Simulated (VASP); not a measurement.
# AlRu (P1) in VASP: single point with PBE

Aim: the single point of AlRu with PBE.

Everything below comes from runs of VASP 6.6.1. Logs are shortened: lines on timing, memory, paths and dates and some standing lists are left out, and cuts for length are marked.

## Step 1: The cell of the first run

The typed cell holds 2 atoms: a = 2.982 Å, b = 2.982 Å, c = 2.982 Å, α = 90.00°, β = 90.00°, γ = 90.00°.

## Step 2: Single point, PBE

Contents of INCAR:

```
  ALGO = Normal
  EDIFF = 1E-6
  ENCUT = 500
  GGA = PE
  GGA_COMPAT = F
  ISIF = 2
  ISMEAR = 0
  LASPH = T
  LCHARG = F
  LREAL = F
  LWAVE = F
  NBANDS = 16
  NELM = 120
  PREC = Accurate
  SIGMA = 0.1
```

Contents of KPOINTS:

```
k-points
0
Gamma
  4 4 4
```

Contents of POSCAR:

```
AlRu
1.0
    2.9824954400      0.0000000000      0.0000000000
    0.0000000000      2.9824954400      0.0000000000
    0.0000000000      0.0000000000      2.9824954400
Al Ru
1 1
Direct
   -0.0022679188      0.0040493871     -0.0150567231
    0.4087936707      0.5057618214      0.5347738929
```

Potentials or basis: VASP PAW PBE potentials, release 64 (Al, Ru_pv).

Command:

```bash
> cat potpaw_PBE.64/Al/POTCAR potpaw_PBE.64/Ru_pv/POTCAR > POTCAR
> mpirun -np 1 vasp_std > vasp.out
```

OUTCAR:

```text
EDIFF = 1E-6
   ENCUT = 500
   GGA = PE
   ISIF = 2
   ISMEAR = 0
   LASPH = T
   LREAL = F
   NELM = 120
   PREC = Accurate

 ion  position               nearest neighbor table
   1  0.998  0.004  0.985-   2 2.35   2 2.35   2 2.53   2 2.54   2 2.66   2 2.67   2 2.83   2 2.83

   2  0.409  0.506  0.535-   1 2.35   1 2.35   1 2.53   1 2.54   1 2.66   1 2.67   1 2.83   1 2.83

  LATTYP: Found a simple cubic cell.
 ALAT       =     2.9824954400

  Lattice vectors:

 A1 = (   2.9824954400,   0.0000000000,   0.0000000000)
 A2 = (   0.0000000000,   2.9824954400,   0.0000000000)
 A3 = (   0.0000000000,   0.0000000000,   2.9824954400)

Analysis of symmetry for initial positions (statically):
=====================================================================
 Subroutine PRICEL returns:
 Original cell was already a primitive cell.

 Routine SETGRP: Setting up the symmetry group for a
 simple cubic supercell.

 Subroutine GETGRP returns: Found  1 space group operations
 (whereof  1 operations were pure point group operations)
 out of a pool of 48 trial point group operations.

The static configuration has the point symmetry C_1 .

Analysis of symmetry for dynamics (positions and initial velocities):
=====================================================================
 Subroutine PRICEL returns:
 Original cell was already a primitive cell.

 Routine SETGRP: Setting up the symmetry group for a
 simple cubic supercell.

 Subroutine GETGRP returns: Found  1 space group operations
 (whereof  1 operations were pure point group operations)
 out of a pool of 48 trial point group operations.

The dynamic configuration has the point symmetry C_1 .

 Subroutine INISYM returns: Found  1 space group operations
 (whereof  1 operations are pure point group operations),
 and found     1 'primitive' translations

----------------------------------------------------------------------------------------

                                     Primitive cell

  volume of cell :      26.5301

  direct lattice vectors                    reciprocal lattice vectors
     2.982495440  0.000000000  0.000000000     0.335289700  0.000000000  0.000000000
     0.000000000  2.982495440  0.000000000     0.000000000  0.335289700  0.000000000
     0.000000000  0.000000000  2.982495440     0.000000000  0.000000000  0.335289700

  length of vectors
     2.982495440  2.982495440  2.982495440     0.335289700  0.335289700  0.335289700

[... 80 lines left out ...]
   EDIFF  = 0.1E-05   stopping-criterion for ELM
   LREAL  =      F    real-space projection
   EDIFFG = 0.1E-04   stopping-criterion for IOM
   NSW    =      0    number of steps for IOM
   IBRION =     -1    ionic relax: 0-MD 1-quasi-New 2-CG
   NFREE  =      0    steps in history (QN), initial steepest desc. (CG)
   ISIF   =      2    stress and relaxation
   ISYM   =      2    0-nonsym 1-usesym 2-fastsym
   POTIM  = 0.5000    time-step for ionic-motion
   TEBEG  =    0.0;   TEEND  =   0.0 temperature during run
   PSTRESS=    0.0 pullay stress
   NELECT =      17.0000    total number of electrons
   NUPDOWN=      -1.0000    fix difference up-down
   EMIN   =  10.00;   EMAX   =-10.00  energy-range for DOS
   EFERMI =   0.00;   METHOD = LEGACY
   ISMEAR =     0;   SIGMA  =   0.10  broadening in eV -4-tet -1-fermi 0-gaus
   EFERMI_NEDOS =   21; number of points for ismear=-14 and -15
   IALGO  =     38    algorithm
   IMIX   =      4    mixing-type and parameters
     AMIX     =   0.40;   BMIX     =  1.00
     AMIX_MAG =   1.60;   BMIX_MAG =  1.00
  volume/ion in A,a.u.               =      13.27        89.52
  Fermi-wavevector in a.u.,A,eV,Ry     =   1.411382  2.667126 27.102807  1.992000
  Thomas-Fermi vector in A             =   2.533239
   LORBIT       =      0    0 simple, 1 ext, 2 COOP (PROOUT), +10 PAW based schemes
   GGA     = PE    functional components
   LHFCALC =     F    Hartree Fock is set to
   AEXX    =    0.0000 exact exchange contribution
   IVDW    =     0    specifies the selected vdW correction
   LEPSILON=     F    determine dielectric tensor
   LRPA    =     F    only Hartree local field effects (RPA)
 non-spin polarized calculation
 Gauss-broadening in eV      SIGMA  =   0.10
  energy-cutoff  :      500.00
  volume of cell :       26.53
 maximum number of plane-waves:       691
 NGX is ok and might be reduce to    24
   NGX = 11   NGY = 11   NGZ = 11

 number of electron      17.0000003 magnetization

 Free energy of the ion-electron system (eV)
  ---------------------------------------------------
  ext. energy  EPLUGINS =         0.00000000
  ---------------------------------------------------
  free energy    TOTEN  =       -14.12903816 eV

  energy without entropy =      -14.12244628  energy(sigma->0) =      -14.12574222

 E-fermi :  11.1368     XC(G=0): -12.5810

 val. band max:       11.1222755152   @ k =   0.0000   0.0000   0.2500
 cond. band min:      11.1492677125   @ k =   0.0000   0.2500   0.0000
 fundamental gap:      0.0269921973
 Fermi energy:        11.1368397886

 k-point     1 :       0.0000    0.0000    0.0000
  band No.  band energies     occupation
      1     -30.8968      2.00000
      2     -30.8950      2.00000
      3     -30.8571      2.00000
      4       1.1445      2.00000
      5       7.1124      2.00000
      6       7.1832      2.00000
[... 433 lines left out ...]
      3     -30.9418      2.00000
      4       4.1461      2.00000
      5       7.8313      2.00000
      6       7.8499      2.00000
[... 8 lines left out ...]
     15      23.1927      0.00000
     16      23.3339      0.00000

 [... further k-points ...]

------------------------ aborting loop because EDIFF is reached ----------------------------------------

  FORCE on cell =-STRESS in cart. coord.  units (eV):
  Direction    XX          YY          ZZ          XY          YZ          ZX
  --------------------------------------------------------------------------------------
  -------------------------------------------------------------------------------------
  Total        1.0672705      2.0058144      1.6773613     -0.0398623      0.0263760     -1.0625731
  in kB       64.4533864    121.1328582    101.2972942     -2.4073167      1.5928701    -64.1697011
  external PRESSURE =      95.6278462 kB  Pullay stress =       0.0000000 kB

 VOLUME and BASIS-vectors are now :
 -----------------------------------------------------------------------------
  energy-cutoff  :      500.00
  volume of cell :       26.53
      direct lattice vectors                 reciprocal lattice vectors
     2.982495440  0.000000000  0.000000000     0.335289700  0.000000000  0.000000000
     0.000000000  2.982495440  0.000000000     0.000000000  0.335289700  0.000000000
     0.000000000  0.000000000  2.982495440     0.000000000  0.000000000  0.335289700

 POSITION                                       TOTAL-FORCE (eV/Angst)
 -----------------------------------------------------------------------------------
      2.97573      0.01208      2.93759        -2.254597      0.053140      1.440757
      1.21923      1.50843      1.59496         2.254597     -0.053140     -1.440757
 -----------------------------------------------------------------------------------
    total drift:                                0.000317      0.000101     -0.000305

  FREE ENERGIE OF THE ION-ELECTRON SYSTEM (eV)
  ---------------------------------------------------
  free  energy   TOTEN  =       -14.1290381580 eV

  energy  without entropy=      -14.1224462818  energy(sigma->0) =      -14.12574222
```

OSZICAR:

```text
N       E                     dE             d eps       ncg     rms          rms(c)
DAV:   1     0.116385593067E+03    0.11639E+03   -0.90463E+03  1152   0.963E+02
DAV:   2    -0.128815856861E+02   -0.12927E+03   -0.12323E+03  1368   0.292E+02
DAV:   3    -0.147188518900E+02   -0.18373E+01   -0.18322E+01  1520   0.364E+01
DAV:   4    -0.147314777471E+02   -0.12626E-01   -0.12616E-01  1416   0.324E+00
DAV:   5    -0.147316451351E+02   -0.16739E-03   -0.16734E-03  1400   0.359E-01    0.126E+01
DAV:   6    -0.142063206631E+02    0.52532E+00   -0.18574E+00  1240   0.149E+01    0.247E+00
DAV:   7    -0.141451046484E+02    0.61216E-01   -0.12519E-01  1256   0.397E+00    0.221E+00
DAV:   8    -0.141295096308E+02    0.15595E-01   -0.19653E-02  1320   0.967E-01    0.248E-01
DAV:   9    -0.141290853760E+02    0.42425E-03   -0.15589E-03  1344   0.407E-01    0.109E-01
DAV:  10    -0.141290386958E+02    0.46680E-04   -0.13186E-04  1392   0.112E-01    0.515E-02
DAV:  11    -0.141290381842E+02    0.51158E-06   -0.12337E-05  1400   0.503E-02    0.465E-03
DAV:  12    -0.141290381580E+02    0.26198E-07   -0.82453E-07   832   0.150E-02
   1 F= -.14129038E+02 E0= -.14125742E+02  d E =-.659188E-02
```

Run time: 18 s. Hardware: 1 thread of Intel Xeon 8259CL, shared host; peak memory 0.14 GiB.

What came out:

| Item | Value |
| --- | --- |
| Free energy | -14.1290 eV |
| Pressure | 9.6 GPa |
| Largest force | 2.676 eV/Å |
| Band gap on the k mesh | zero (an odd number of electrons rules out a gap without spin polarisation) |

Forces on the atoms (eV/Å):
```
Al  -2.255  0.053  1.441
Ru   2.255 -0.053 -1.441
```

Caveat: the k points lie up to 0.53 Å⁻¹ apart, too coarse for converged energies and pressures of a metal; forces of over 1 eV/Å act on the atoms, so gaps and moduli don't describe the material at rest.
